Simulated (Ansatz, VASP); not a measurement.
Two plane-wave programs on RbBr

```
Rb Br
1.0
     4.12425    0.00000    0.00000
     0.00000    4.12425    0.00000
     0.00000    0.00000    4.12425
Rb Br
1 1
Direct
  0.00000 0.00000 0.00000
  0.50000 0.50000 0.50000
```

Alike in both runs: task single point; functional PBE; k mesh 4 × 4 × 4; no spin polarisation.

```csv
,VASP,Ansatz
version,VASP 6.6.1,Ansatz 0.2.0
potentials or method,"VASP PAW PBE potentials, release 64 (Rb_sv, Br)",plane waves
plane-wave cutoff (eV),500,420
occupations,"methfessel-paxton of order 1, width 0.001 eV","cold, width 0.001 eV"
valence electrons in the cell,16,16
```

VASP gave:

- gap on the k mesh at the Fermi level (eV): 4.08
- pressure (GPa): 0.9

Question: Which values does Ansatz return?

Answer: gap on the k mesh at the Fermi level (eV): 4.09; pressure (GPa): 0.8.
